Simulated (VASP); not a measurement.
# MnO (Fm-3m) in VASP: notebook

Aim: see how the results for MnO move with the level of theory and the settings. Levels: revPBE, LDA, PBE, PBEsol, RPBE. Tasks: single point.

Program: VASP 6.6.1. These are calculated values, not measurements. Logs are shortened: lines on timing, memory, paths and dates and some standing lists are left out, and cuts for length are marked.

### Step 1. The cell of the first run

The structure is cubic, space group Fm-3m (No. 225). The conventional cell has a = 4.504 Å, b = 4.504 Å, c = 4.504 Å, α = 90.00°, β = 90.00°, γ = 90.00°. Within 3.0 Å of Mn (site symmetry m-3m) lie 6 O at 2.25 Å. Within 3.0 Å of O (site symmetry m-3m) lie 6 Mn at 2.25 Å.

### Step 2. Single point, revPBE, collinear spin, ferromagnetic start

File INCAR:

```
SYSTEM = MnO
PREC = Accurate ; ENCUT = 520
EDIFF = 1E-6 ; ISMEAR = -1
SIGMA = 0.05 ; LREAL = .FALSE.
LASPH = .TRUE. ; NELM = 150
ALGO = Normal ; ISIF = 2
LWAVE = .FALSE. ; LCHARG = .FALSE.
ISPIN = 2 ; MAGMOM = 4 0
LORBIT = 11 ; LMAXMIX = 4
GGA = RE ; NBANDS = 20
```

File KPOINTS:

```
regular mesh
0
G
  10 10 10
  0 0 0
```

File POSCAR:

```
MnO
1.0
    0.0000000000      2.2518572816      2.2518572816
    2.2518572816      0.0000000000      2.2518572816
    2.2518572816      2.2518572816      0.0000000000
Mn O
1 1
Direct
    0.0000000000      0.0000000000      0.0000000000
    0.5000000000      0.5000000000      0.5000000000
```

Potentials or basis: VASP PAW PBE potentials, release 64 (Mn_pv, O).

The run is started by

```
> cat potpaw_PBE.64/Mn_pv/POTCAR potpaw_PBE.64/O/POTCAR > POTCAR
> mpirun -np 1 vasp_std > vasp.out
```

OUTCAR:

```text
SYSTEM = MnO
   PREC = Accurate
   ENCUT = 520
   EDIFF = 1E-6
   ISMEAR = -1
   LREAL = .FALSE.
   LASPH = .TRUE.
   NELM = 150
   ISIF = 2
   ISPIN = 2
   LORBIT = 11
   GGA = RE

 ion  position               nearest neighbor table
   1  0.000  0.000  0.000-   2 2.25   2 2.25   2 2.25   2 2.25   2 2.25   2 2.25
   2  0.500  0.500  0.500-   1 2.25   1 2.25   1 2.25   1 2.25   1 2.25   1 2.25

  LATTYP: Found a face centered cubic cell.
 ALAT       =     4.5037145632

  Lattice vectors:

 A1 = (   0.0000000000,   2.2518572816,   2.2518572816)
 A2 = (   2.2518572816,   0.0000000000,   2.2518572816)
 A3 = (   2.2518572816,   2.2518572816,   0.0000000000)

Analysis of symmetry for initial positions (statically):
=====================================================================
 Subroutine PRICEL returns:
 Original cell was already a primitive cell.

 Routine SETGRP: Setting up the symmetry group for a
 face centered cubic supercell.

 Subroutine GETGRP returns: Found 48 space group operations
 (whereof 48 operations were pure point group operations)
 out of a pool of 48 trial point group operations.

The static configuration has the point symmetry O_h .

Analysis of symmetry for dynamics (positions and initial velocities):
=====================================================================
 Subroutine PRICEL returns:
 Original cell was already a primitive cell.

 Routine SETGRP: Setting up the symmetry group for a
 face centered cubic supercell.

 Subroutine GETGRP returns: Found 48 space group operations
 (whereof 48 operations were pure point group operations)
 out of a pool of 48 trial point group operations.

The dynamic configuration has the point symmetry O_h .

Analysis of structural, dynamic, and magnetic symmetry:
=====================================================================
 Subroutine PRICEL returns:
 Original cell was already a primitive cell.

 Routine SETGRP: Setting up the symmetry group for a
 face centered cubic supercell.

 Subroutine GETGRP returns: Found 48 space group operations
 (whereof 48 operations were pure point group operations)
 out of a pool of 48 trial point group operations.

The overall configuration has the point symmetry O_h .

 Subroutine INISYM returns: Found 48 space group operations
 (whereof 48 operations are pure point group operations),
 and found     1 'primitive' translations

----------------------------------------------------------------------------------------

                                     Primitive cell

  volume of cell :      22.8377

  direct lattice vectors                    reciprocal lattice vectors
     0.000000000  2.251857282  2.251857282    -0.222038938  0.222038938  0.222038938
     2.251857282  0.000000000  2.251857282     0.222038938 -0.222038938  0.222038938
     2.251857282  2.251857282  0.000000000     0.222038938  0.222038938 -0.222038938

  length of vectors
     3.184607108  3.184607108  3.184607108     0.384582722  0.384582722  0.384582722

  position of ions in fractional coordinates (direct lattice)
     0.000000000  0.000000000  0.000000000
     0.500000000  0.500000000  0.500000000

  ion indices of the primitive-cell ions
   primitive index   ion index
                 1           1
                 2           2

----------------------------------------------------------------------------------------

 KPOINTS: regular mesh

Automatic generation of k-mesh.
 Grid dimensions read from file:
 generate k-points for:   10   10   10

 Generating k-lattice:

  Cartesian coordinates                     Fractional coordinates (reciprocal lattice)
    -0.022203894  0.022203894  0.022203894     0.100000000  0.000000000  0.000000000
     0.022203894 -0.022203894  0.022203894     0.000000000  0.100000000  0.000000000
     0.022203894  0.022203894 -0.022203894     0.000000000  0.000000000  0.100000000

  Length of vectors
     0.038458272  0.038458272  0.038458272

  Shift w.r.t. Gamma in fractional coordinates (k-lattice)
     0.000000000  0.000000000  0.000000000

 Subroutine IBZKPT returns following result:
 ===========================================

 Found     47 irreducible k-points:

 Following reciprocal coordinates:
            Coordinates               Weight
  0.000000  0.000000  0.000000      1.000000
  0.100000  0.000000  0.000000      8.000000
  0.200000  0.000000  0.000000      8.000000
  0.300000  0.000000  0.000000      8.000000
  0.400000  0.000000  0.000000      8.000000
  0.500000  0.000000  0.000000      4.000000
[... 16 lines left out ...]
  0.300000  0.300000  0.000000      6.000000
  0.400000  0.300000  0.000000     24.000000
 [... further k-points ...]
   k-points           NKPTS =     47   k-points in BZ     NKDIM =     47   number of bands    NBANDS=     20
   number of dos      NEDOS =    301   number of ions     NIONS =      2
   total plane-waves  NPLWV =  13824
   dimension x,y,z NGX =    24 NGY =   24 NGZ =   24
   dimension x,y,z NGXF=    48 NGYF=   48 NGZF=   48
   ions per type =               1   1
   NGX,Y,Z   is equivalent  to a cutoff of  12.53, 12.53, 12.53 a.u.
   NGXF,Y,Z  is equivalent  to a cutoff of  25.06, 25.06, 25.06 a.u.
 SYSTEM =  MnO
   PREC   = accura    normal or accurate (medium, high low for compatibility)
   ISTART =      0    job   : 0-new  1-cont  2-samecut
   ICHARG =      2    charge: 1-file 2-atom 10-const
   ISPIN  =      2    spin polarized calculation?
   LNONCOLLINEAR =      F non collinear calculations
   LSORBIT =      F    spin-orbit coupling
   LASPH  =      T    aspherical Exc in radial PAW
   ENCUT  =  520.0 eV  38.22 Ry    6.18 a.u.   5.92  5.92  5.92*2*pi/ulx,y,z
   NELM   =    150;   NELMIN=  2; NELMDL= -5     # of ELM steps
   EDIFF  = 0.1E-05   stopping-criterion for ELM
   LREAL  =      F    real-space projection
   EDIFFG = 0.1E-04   stopping-criterion for IOM
   NSW    =      0    number of steps for IOM
   IBRION =     -1    ionic relax: 0-MD 1-quasi-New 2-CG
   NFREE  =      0    steps in history (QN), initial steepest desc. (CG)
   ISIF   =      2    stress and relaxation
   ISYM   =      2    0-nonsym 1-usesym 2-fastsym
   POTIM  = 0.5000    time-step for ionic-motion
   TEBEG  =    0.0;   TEEND  =   0.0 temperature during run
   PSTRESS=    0.0 pullay stress
   NELECT =      19.0000    total number of electrons
   NUPDOWN=      -1.0000    fix difference up-down
   EMIN   =  10.00;   EMAX   =-10.00  energy-range for DOS
   EFERMI =   0.00;   METHOD = LEGACY
   ISMEAR =    -1;   SIGMA  =   0.05  broadening in eV -4-tet -1-fermi 0-gaus
   EFERMI_NEDOS =   21; number of points for ismear=-14 and -15
   IALGO  =     38    algorithm
   IMIX   =      4    mixing-type and parameters
     AMIX     =   0.40;   BMIX     =  1.00
     AMIX_MAG =   1.60;   BMIX_MAG =  1.00
  volume/ion in A,a.u.               =      11.42        77.06
  Fermi-wavevector in a.u.,A,eV,Ry     =   1.539720  2.909649 32.255857  2.370739
  Thomas-Fermi vector in A             =   2.645908
   LORBIT       =     11    0 simple, 1 ext, 2 COOP (PROOUT), +10 PAW based schemes
   GGA     = RE    functional components
   LHFCALC =     F    Hartree Fock is set to
   AEXX    =    0.0000 exact exchange contribution
   IVDW    =     0    specifies the selected vdW correction
   LEPSILON=     F    determine dielectric tensor
   LRPA    =     F    only Hartree local field effects (RPA)
 spin polarized calculation
  energy-cutoff  :      520.00
  volume of cell :       22.84
 maximum number of plane-waves:       636
   NGX = 11   NGY = 11   NGZ = 11

 number of electron      18.9999993 magnetization       4.8900103

 Free energy of the ion-electron system (eV)
  ---------------------------------------------------
  ext. energy  EPLUGINS =         0.00000000
  ---------------------------------------------------
  free energy    TOTEN  =       -15.81359052 eV

  energy without entropy =      -15.80782498  energy(sigma->0) =      -15.81070775

 E-fermi :   7.1629     XC(G=0): -11.4749

 val. band max:        7.1411930244   @ k =   0.3000   0.3000   0.0000
 cond. band min:       7.1645687514   @ k =  -0.4000   0.5000   0.1000
 fundamental gap:      0.0233757270
 Fermi energy:         7.1628589507

 spin component 1

 k-point     1 :       0.0000    0.0000    0.0000
  band No.  band energies     occupation
      1     -43.2917      1.00000
      2     -43.2917      1.00000
      3     -43.2917      1.00000
      4     -12.7907      1.00000
      5       3.6534      1.00000
      6       3.6534      1.00000
[... 12 lines left out ...]
     19      26.2802      0.00000
     20      26.2802      0.00000
[... 507 lines left out ...]
 k-point    24 :       0.4000    0.3000    0.0000
  band No.  band energies     occupation
      1     -43.3306      1.00000
      2     -43.3082      1.00000
      3     -43.3067      1.00000
      4     -12.0303      1.00000
      5       0.3309      1.00000
      6       2.1484      1.00000
[... 12 lines left out ...]
     19      31.2362      0.00000
     20      33.1410      0.00000

 [... further k-points ...]

 spin component 2

 k-point     1 :       0.0000    0.0000    0.0000
  band No.  band energies     occupation
      1     -38.4913      1.00000
      2     -38.4913      1.00000
      3     -38.4913      1.00000
      4     -12.3494      1.00000
      5       4.0353      1.00000
      6       4.0353      1.00000
[... 12 lines left out ...]
     19      28.8338      0.00000
     20      28.8338      0.00000
[... 507 lines left out ...]
 k-point    24 :       0.4000    0.3000    0.0000
  band No.  band energies     occupation
      1     -38.5402      1.00000
      2     -38.5118      1.00000
      3     -38.5099      1.00000
      4     -11.6133      1.00000
      5       1.1349      1.00000
      6       2.9586      1.00000
[... 12 lines left out ...]
     19      32.3037      0.00000
     20      34.2574      0.00000

 [... further k-points ...]

------------------------ aborting loop because EDIFF is reached ----------------------------------------

  FORCE on cell =-STRESS in cart. coord.  units (eV):
  Direction    XX          YY          ZZ          XY          YZ          ZX
  --------------------------------------------------------------------------------------
  -------------------------------------------------------------------------------------
  Total        0.0142317      0.0142317      0.0142317      0.0000000      0.0000000      0.0000000
  in kB        0.9984256      0.9984256      0.9984256      0.0000000      0.0000000      0.0000000
  external PRESSURE =       0.9984256 kB  Pullay stress =       0.0000000 kB

 VOLUME and BASIS-vectors are now :
 -----------------------------------------------------------------------------
  energy-cutoff  :      520.00
  volume of cell :       22.84
      direct lattice vectors                 reciprocal lattice vectors
     0.000000000  2.251857282  2.251857282    -0.222038938  0.222038938  0.222038938
     2.251857282  0.000000000  2.251857282     0.222038938 -0.222038938  0.222038938
     2.251857282  2.251857282  0.000000000     0.222038938  0.222038938 -0.222038938

 POSITION                                       TOTAL-FORCE (eV/Angst)
 -----------------------------------------------------------------------------------
      0.00000      0.00000      0.00000        -0.000000     -0.000000     -0.000000
      2.25186      2.25186      2.25186         0.000000      0.000000      0.000000
 -----------------------------------------------------------------------------------
    total drift:                                0.000000     -0.000000     -0.000000

  FREE ENERGIE OF THE ION-ELECTRON SYSTEM (eV)
  ---------------------------------------------------
  free  energy   TOTEN  =       -15.8135905226 eV

  energy  without entropy=      -15.8078249806  energy(sigma->0) =      -15.81070775

 total charge

# of ion       s       p       d       tot
------------------------------------------
    1        0.195   6.163   4.949  11.307
    2        1.564   3.412   0.000   4.975
--------------------------------------------------
tot          1.758   9.575   4.949  16.282

 magnetization (x)

# of ion       s       p       d       tot
------------------------------------------
    1        0.035   0.026   4.369   4.430
    2        0.029   0.174   0.000   0.203
--------------------------------------------------
tot          0.063   0.200   4.369   4.633
```

Wall time 34 s (1 thread of Intel Xeon Platinum 8488C (Sapphire Rapids), shared host); peak memory 0.16 GiB.

Results:

```
Free energy                                           : -15.8136 eV
Pressure                                              : 0.1 GPa
Net moment                                            : 4.89 μB per cell
Site moments                                          : Mn +4.43; O +0.20 μB
Valence electrons inside the program's atomic spheres : Mn 11.31; O 4.97
```

Caveat: the PAW data sets were made with another functional, which shifts forces and pressure a little; a cell with one magnetic atom can't hold antiferromagnetic order, which such compounds often take; semilocal functionals often make such compounds metallic where correlation or magnetic order opens a gap, which also shifts bond lengths.

### Step 3. Single point, LDA, collinear spin, ferromagnetic start

This run uses another cell than the first one, of 11.00 Å³/atom, 0.963 times its volume.

File INCAR:

```
SYSTEM = MnO
PREC = Accurate
ENCUT = 520
EDIFF = 1E-6
ISMEAR = -1
SIGMA = 0.05
LREAL = .FALSE.
LASPH = .TRUE.
NELM = 150
ALGO = Normal
ISIF = 2
LWAVE = .FALSE.
LCHARG = .FALSE.
ISPIN = 2
MAGMOM = 4 0
LORBIT = 11
LMAXMIX = 4
GGA = CA
NBANDS = 20
```

File KPOINTS:

```
regular mesh
0
G
  6 6 6
  0 0 0
```

File POSCAR:

```
MnO
1.0
    0.0000000000      2.2239077028      2.2239077028
    2.2239077028      0.0000000000      2.2239077028
    2.2239077028      2.2239077028      0.0000000000
Mn O
1 1
Direct
    0.0000000000      0.0000000000      0.0000000000
    0.5000000000      0.5000000000      0.5000000000
```

Potentials or basis: VASP PAW LDA potentials, release 64 (Mn_pv, O).

The run is started by

```
> cat potpaw_LDA.64/Mn_pv/POTCAR potpaw_LDA.64/O/POTCAR > POTCAR
> mpirun -np 1 vasp_std > vasp.out
```

It took 6.3 s on 1 thread of Intel Xeon 6975P-C (Granite Rapids), shared host; peak memory 0.13 GiB.

Results (log left out):

```
Free energy                                           : -17.5908 eV
Pressure                                              : -15.1 GPa
Net moment                                            : 4.67 μB per cell
Site moments                                          : Mn +4.22; O +0.21 μB
Valence electrons inside the program's atomic spheres : Mn 11.37; O 4.93
```

Levels at points of the mesh, in eV from the Fermi level:
Spin up:
```
           k point  band 9  band 10  band 11  band 12  band 13  band 14  band 15  band 16
(0.00, 0.00, 0.00)   -2.93    -2.93    -2.42    -2.42    -0.31    14.06    16.35    16.35
(0.50, 0.00, 0.00)   -2.01    -1.60     0.42     0.42     3.59     7.80    11.87    11.87
(0.50, 0.50, 0.00)   -1.98    -1.73    -1.73    -1.61     5.10     7.86    10.52    13.65
```
Spin down:
```tsv
k point	band 3	band 4	band 5	band 6	band 7	band 8	band 9	band 10	band 11	band 12
(0.00, 0.00, 0.00)	-45.48	-19.44	-3.26	-3.26	-3.26	0.48	0.48	0.48	0.72	1.14
(0.50, 0.00, 0.00)	-45.49	-18.43	-7.35	-4.81	-4.81	1.70	1.71	1.71	3.47	3.47
(0.50, 0.50, 0.00)	-45.51	-18.47	-6.34	-4.24	-4.24	-1.06	1.73	1.97	2.14	2.14
```

Caveat: the k points lie up to 0.41 Å⁻¹ apart; a cell with one magnetic atom can't hold antiferromagnetic order, which such compounds often take; semilocal functionals often make such compounds metallic where correlation or magnetic order opens a gap, which also shifts bond lengths. With open d or f shells a metallic result of LDA can be an artefact of self-interaction; +U or a hybrid may open a gap.

(Part 1 of 2 ends here.)
